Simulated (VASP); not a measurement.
A run of VASP 6.6.1:

File INCAR:

```
  ALGO = Normal
  EDIFF = 1E-6
  ENCUT = 520
  ISIF = 2
  ISMEAR = -1
  LASPH = True
  LCHARG = False
  LREAL = False
  LWAVE = False
  NBANDS = 28
  NELM = 80
  PREC = Accurate
  SIGMA = 0.05
```

Contents of KPOINTS:

```
k-points
0
Gamma
  6 6 6
```

The input POSCAR:

```
Ca3Y
1.0
    0.0000000000      4.2455650000      4.2455650000
    4.2455650000      0.0000000000      4.2455650000
    4.2455650000      4.2455650000      0.0000000000
Ca Y
3 1
Direct
    0.2500000000      0.2500000000      0.2500000000
    0.7500000000      0.7500000000      0.7500000000
    0.5000000000      0.5000000000      0.5000000000
    0.0000000000      0.0000000000      0.0000000000
```

Potentials or basis: VASP PAW LDA potentials, release 64 (Ca_sv, Y_sv).

The run is started by

```sh
$ cat potpaw_LDA.64/Ca_sv/POTCAR potpaw_LDA.64/Y_sv/POTCAR > POTCAR
$ mpirun -np 1 vasp_std > vasp.out
```

Hardware: 1 thread of Intel(R) Xeon(R) Platinum 8259CL CPU @ 2.50GHz (Skylake/Cascade Lake), with other jobs on the host.

Task: Estimate the wall time of this run.

Result: Run time: 68 s on 1 thread of Intel(R) Xeon(R) Platinum 8259CL CPU @ 2.50GHz (Skylake/Cascade Lake) (shared host), peak memory 0.29 GiB. Counts: scf iterations 14, k points 16.
